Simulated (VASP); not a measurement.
# Cr (Pm-3m) in VASP: further runs, part 2 of 2

VASP 6.6.1. Earlier steps stand in the parts before.

### Step 3. Single point, BLYP

This run uses another cell than the first one, of 13.27 Å³/atom, 1.042 times its volume.

File INCAR:

```
AGGAC    = 1.0          
AGGAX    = 1.0          
ALDAC    = 0.0          
ALDAX    = 1.0          
ALGO     = Normal         # electronic algorithm
EDIFF    = 1E-6           # SCF threshold, eV
ENCUT    = 520            # plane-wave cutoff, eV
GGA      = B5             # functional
ISIF     = 2              # what is computed and relaxed
ISMEAR   = -1             # smearing method
LASPH    = True           # aspherical terms in the spheres
LCHARG   = False          # write CHGCAR
LREAL    = False          # projectors in reciprocal space
LWAVE    = False          # write WAVECAR
NBANDS   = 12             # bands
NELM     = 80             # most SCF steps
PREC     = Accurate       # precision mode
SIGMA    = 0.1            # smearing width, eV
```

File KPOINTS:

```
k-points
0
Gamma
  15 15 15
```

File POSCAR:

```
Cr
1.0
    2.3675941668      0.0000000000      0.0000000000
    0.0000000000      2.3675941668      0.0000000000
    0.0000000000      0.0000000000      2.3675941668
Cr
1
Direct
    0.0000000000      0.0000000000      0.0000000000
```

Potentials or basis: VASP PAW PBE potentials, release 64 (Cr_pv).

On the command line:

```sh
$ cat potpaw_PBE.64/Cr_pv/POTCAR > POTCAR
$ mpirun -np 1 vasp_std > vasp.out
```

OUTCAR:

```text
EDIFF = 1E-6
   ENCUT = 520
   GGA = B5
   ISIF = 2
   ISMEAR = -1
   LASPH = True
   LREAL = False
   NELM = 80
   PREC = Accurate

 ion  position               nearest neighbor table
   1  0.000  0.000  0.000-

  LATTYP: Found a simple cubic cell.
 ALAT       =     2.3675941668

  Lattice vectors:

 A1 = (   2.3675941668,   0.0000000000,   0.0000000000)
 A2 = (   0.0000000000,   2.3675941668,   0.0000000000)
 A3 = (   0.0000000000,   0.0000000000,   2.3675941668)

Analysis of symmetry for initial positions (statically):
=====================================================================
 Subroutine PRICEL returns:
 Original cell was already a primitive cell.

 Routine SETGRP: Setting up the symmetry group for a
 simple cubic supercell.

 Subroutine GETGRP returns: Found 48 space group operations
 (whereof 48 operations were pure point group operations)
 out of a pool of 48 trial point group operations.

The static configuration has the point symmetry O_h .

Analysis of symmetry for dynamics (positions and initial velocities):
=====================================================================
 Subroutine PRICEL returns:
 Original cell was already a primitive cell.

 Routine SETGRP: Setting up the symmetry group for a
 simple cubic supercell.

 Subroutine GETGRP returns: Found 48 space group operations
 (whereof 48 operations were pure point group operations)
 out of a pool of 48 trial point group operations.

The dynamic configuration has the point symmetry O_h .

 Subroutine INISYM returns: Found 48 space group operations
 (whereof 48 operations are pure point group operations),
 and found     1 'primitive' translations

----------------------------------------------------------------------------------------

                                     Primitive cell

  volume of cell :      13.2716

  direct lattice vectors                    reciprocal lattice vectors
     2.367594167  0.000000000  0.000000000     0.422369684  0.000000000  0.000000000
     0.000000000  2.367594167  0.000000000     0.000000000  0.422369684  0.000000000
     0.000000000  0.000000000  2.367594167     0.000000000  0.000000000  0.422369684

  length of vectors
     2.367594167  2.367594167  2.367594167     0.422369684  0.422369684  0.422369684

  position of ions in fractional coordinates (direct lattice)
     0.000000000  0.000000000  0.000000000

  ion indices of the primitive-cell ions
   primitive index   ion index
                 1           1

----------------------------------------------------------------------------------------

 KPOINTS: k-points

Automatic generation of k-mesh.
 Grid dimensions read from file:
 generate k-points for:   15   15   15

 Generating k-lattice:

  Cartesian coordinates                     Fractional coordinates (reciprocal lattice)
     0.028157979  0.000000000  0.000000000     0.066666667  0.000000000  0.000000000
     0.000000000  0.028157979  0.000000000     0.000000000  0.066666667  0.000000000
     0.000000000  0.000000000  0.028157979     0.000000000  0.000000000  0.066666667

  Length of vectors
     0.028157979  0.028157979  0.028157979

  Shift w.r.t. Gamma in fractional coordinates (k-lattice)
     0.000000000  0.000000000  0.000000000

 Subroutine IBZKPT returns following result:
 ===========================================

 Found    120 irreducible k-points:

 Following reciprocal coordinates:
            Coordinates               Weight
  0.000000  0.000000  0.000000      1.000000
  0.066667  0.000000  0.000000      6.000000
  0.133333  0.000000  0.000000      6.000000
  0.200000  0.000000  0.000000      6.000000
  0.266667  0.000000  0.000000      6.000000
  0.333333  0.000000  0.000000      6.000000
[... 16 lines left out ...]
  0.266667  0.200000  0.000000     24.000000
  0.333333  0.200000  0.000000     24.000000
 [... further k-points ...]
   k-points           NKPTS =    120   k-points in BZ     NKDIM =    120   number of bands    NBANDS=     12
   number of dos      NEDOS =    301   number of ions     NIONS =      1
   total plane-waves  NPLWV =   5832
   dimension x,y,z NGX =    18 NGY =   18 NGZ =   18
   dimension x,y,z NGXF=    36 NGYF=   36 NGZF=   36
   ions per type =               1
   NGX,Y,Z   is equivalent  to a cutoff of  12.64, 12.64, 12.64 a.u.
   NGXF,Y,Z  is equivalent  to a cutoff of  25.28, 25.28, 25.28 a.u.
 SYSTEM =  unknown system
   PREC   = accura    normal or accurate (medium, high low for compatibility)
   ISTART =      0    job   : 0-new  1-cont  2-samecut
   ICHARG =      2    charge: 1-file 2-atom 10-const
   ISPIN  =      1    spin polarized calculation?
   LNONCOLLINEAR =      F non collinear calculations
   LSORBIT =      F    spin-orbit coupling
   LASPH  =      T    aspherical Exc in radial PAW
   ENCUT  =  520.0 eV  38.22 Ry    6.18 a.u.   4.40  4.40  4.40*2*pi/ulx,y,z
   NELM   =     80;   NELMIN=  2; NELMDL= -5     # of ELM steps
   EDIFF  = 0.1E-05   stopping-criterion for ELM
   LREAL  =      F    real-space projection
   EDIFFG = 0.1E-04   stopping-criterion for IOM
   NSW    =      0    number of steps for IOM
   IBRION =     -1    ionic relax: 0-MD 1-quasi-New 2-CG
   NFREE  =      0    steps in history (QN), initial steepest desc. (CG)
   ISIF   =      2    stress and relaxation
   ISYM   =      2    0-nonsym 1-usesym 2-fastsym
   POTIM  = 0.5000    time-step for ionic-motion
   TEBEG  =    0.0;   TEEND  =   0.0 temperature during run
   PSTRESS=    0.0 pullay stress
   NELECT =      12.0000    total number of electrons
   NUPDOWN=      -1.0000    fix difference up-down
   EMIN   =  10.00;   EMAX   =-10.00  energy-range for DOS
   EFERMI =   0.00;   METHOD = LEGACY
   ISMEAR =    -1;   SIGMA  =   0.10  broadening in eV -4-tet -1-fermi 0-gaus
   EFERMI_NEDOS =   21; number of points for ismear=-14 and -15
   IALGO  =     38    algorithm
   IMIX   =      4    mixing-type and parameters
     AMIX     =   0.40;   BMIX     =  1.00
     AMIX_MAG =   1.60;   BMIX_MAG =  1.00
  volume/ion in A,a.u.               =      13.27        89.56
  Fermi-wavevector in a.u.,A,eV,Ry     =   1.583050  2.991531 34.096847  2.506048
  Thomas-Fermi vector in A             =   2.682880
   LORBIT       =      0    0 simple, 1 ext, 2 COOP (PROOUT), +10 PAW based schemes
   GGA     = B5    functional components
   LHFCALC =     F    Hartree Fock is set to
   AEXX    =    0.0000 exact exchange contribution
   IVDW    =     0    specifies the selected vdW correction
   LEPSILON=     F    determine dielectric tensor
   LRPA    =     F    only Hartree local field effects (RPA)
 non-spin polarized calculation
  energy-cutoff  :      520.00
  volume of cell :       13.27
 maximum number of plane-waves:       370
 NGX is ok and might be reduce to    18
   NGX =  9   NGY =  9   NGZ =  9

 number of electron      12.0000023 magnetization

 Free energy of the ion-electron system (eV)
  ---------------------------------------------------
  ext. energy  EPLUGINS =         0.00000000
  ---------------------------------------------------
  free energy    TOTEN  =        -7.50667866 eV

  energy without entropy =       -7.45530662  energy(sigma->0) =       -7.48099264

 E-fermi :   9.6365     XC(G=0): -12.1658

 val. band max:        9.6358084589   @ k =   0.4667   0.2667   0.0667
 cond. band min:       9.6405166486   @ k =   0.4667   0.4667   0.1333
 fundamental gap:      0.0047081897
 Fermi energy:         9.6364806712

 k-point     1 :       0.0000    0.0000    0.0000
  band No.  band energies     occupation
      1     -32.7583      2.00000
      2     -32.7583      2.00000
      3     -32.7583      2.00000
      4       2.6580      2.00000
      5       6.5842      2.00000
      6       6.5842      2.00000
      7      12.0072      0.00000
      8      12.0072      0.00000
      9      12.0072      0.00000
     10      16.8245      0.00000
     11      28.9505      0.00000
     12      28.9505      0.00000

 k-point     2 :       0.0667    0.0000    0.0000
  band No.  band energies     occupation
      1     -32.8004      2.00000
      2     -32.7547      2.00000
      3     -32.7547      2.00000
      4       2.7963      2.00000
      5       6.6130      2.00000
      6       6.6823      2.00000
      7      11.9145      0.00000
      8      11.9146      0.00000
      9      12.0143      0.00000
     10      16.8245      0.00000
     11      27.6839      0.00000
     12      29.1593      0.00000
[... 316 lines left out ...]
 k-point    24 :       0.3333    0.2000    0.0000
  band No.  band energies     occupation
      1     -33.4258      2.00000
      2     -33.0136      2.00000
      3     -32.6685      2.00000
      4       6.0825      2.00000
      5       7.5328      2.00000
      6       8.7026      1.99982
      7      10.6846      0.00006
      8      10.8255      0.00001
      9      11.5105      0.00000
     10      16.8246      0.00000
     11      19.6547      0.00000
     12      26.1543      0.00000

 [... further k-points ...]
[... 5 lines left out ...]
  --------------------------------------------------------------------------------------
  -------------------------------------------------------------------------------------
  Total        0.0496565      0.0496565      0.0496565      0.0000000      0.0000000      0.0000000
  in kB        5.9946616      5.9946616      5.9946616      0.0000000      0.0000000      0.0000000
  external PRESSURE =       5.9946616 kB  Pullay stress =       0.0000000 kB

 VOLUME and BASIS-vectors are now :
 -----------------------------------------------------------------------------
  energy-cutoff  :      520.00
  volume of cell :       13.27
      direct lattice vectors                 reciprocal lattice vectors
     2.367594167  0.000000000  0.000000000     0.422369684  0.000000000  0.000000000
     0.000000000  2.367594167  0.000000000     0.000000000  0.422369684  0.000000000
     0.000000000  0.000000000  2.367594167     0.000000000  0.000000000  0.422369684

 POSITION                                       TOTAL-FORCE (eV/Angst)
 -----------------------------------------------------------------------------------
      0.00000      0.00000      0.00000         0.000000      0.000000      0.000000
 -----------------------------------------------------------------------------------
    total drift:                               -0.000000      0.000000     -0.000000

  FREE ENERGIE OF THE ION-ELECTRON SYSTEM (eV)
  ---------------------------------------------------
  free  energy   TOTEN  =        -7.5066786600 eV

  energy  without entropy=       -7.4553066169  energy(sigma->0) =       -7.48099264
```

It took 7.2 s on 1 thread of Intel Xeon 6975P-C (Granite Rapids), shared host; peak memory 0.13 GiB.

What came out:

```
Free energy            : -7.5067 eV
Pressure               : 0.6 GPa
Band gap on the k mesh : zero (band 6 reaches 10.62 eV, above the bottom of band 7 at 8.99 eV)
```

Caveat: the PAW data sets were made with another functional, which shifts forces and pressure a little; the run has no spin polarisation, though such a crystal can be magnetic.

### Step 4. Single point, BLYP (volume scaled by 1.04)

File INCAR:

```
SYSTEM = Cr
PREC = Accurate ; ENCUT = 520
EDIFF = 1E-6 ; ISMEAR = -1
SIGMA = 0.1 ; LREAL = .FALSE.
LASPH = .TRUE. ; NELM = 100
ALGO = Normal ; ISIF = 2
LWAVE = .FALSE. ; LCHARG = .FALSE.
GGA = B5 ; ALDAX = 1.0
AGGAX = 1.0 ; AGGAC = 1.0
ALDAC = 0.0 ; NBANDS = 12
```

File KPOINTS:

```
regular mesh
0
G
  15 15 15
  0 0 0
```

File POSCAR:

```
Cr
1.0
    2.3987502945      0.0000000000      0.0000000000
    0.0000000000      2.3987502945      0.0000000000
    0.0000000000      0.0000000000      2.3987502945
Cr
1
Direct
    0.0000000000      0.0000000000      0.0000000000
```

On the command line:

```sh
$ cat potpaw_PBE.64/Cr_pv/POTCAR > POTCAR
$ mpirun -np 1 vasp_std > vasp.out
```

It took 7 s on 1 thread of Intel Xeon 6975P-C (Granite Rapids), shared host; peak memory 0.13 GiB.

Results (log left out):

- Free energy: -7.4983 eV
- Pressure: -5.7 GPa
- Band gap on the k mesh: zero (band 6 reaches 10.09 eV, above the bottom of band 7 at 8.54 eV)

Levels at points of the mesh, in eV from the Fermi level:
```
           k point  band 2  band 3  band 4  band 5  band 6  band 7  band 8  band 9  band 10  band 11
(0.00, 0.00, 0.00)  -42.44  -42.44   -6.83   -2.90   -2.90    2.25    2.25    2.25     7.16    18.83
```

Caveat: the cell differs from its parent crystal (volume scaled by 1.04); the PAW data sets were made with another functional, which shifts forces and pressure a little; the run has no spin polarisation, though such a crystal can be magnetic.

### Step 5. The runs side by side

```csv
cell,gap on the mesh (eV),pressure (GPa)
"a = 2.336 Å, 1 atom",none,8.3
"a = 2.368 Å, 1 atom",none,0.6
"a = 2.399 Å, 1 atom",none,-5.7
```

Alike in all rows: task single point; level BLYP; potentials or basis VASP PAW PBE potentials, release 64 (Cr_pv); no spin polarisation; k mesh 15 × 15 × 15; cutoff (eV) 520; smearing fermi-dirac 0.1 eV.

Caveats: the PAW data sets were made with another functional, which shifts forces and pressure a little; the run has no spin polarisation, though such a crystal can be magnetic.

Total energies depend on the potentials used, so only differences within one code and one set of settings carry meaning.
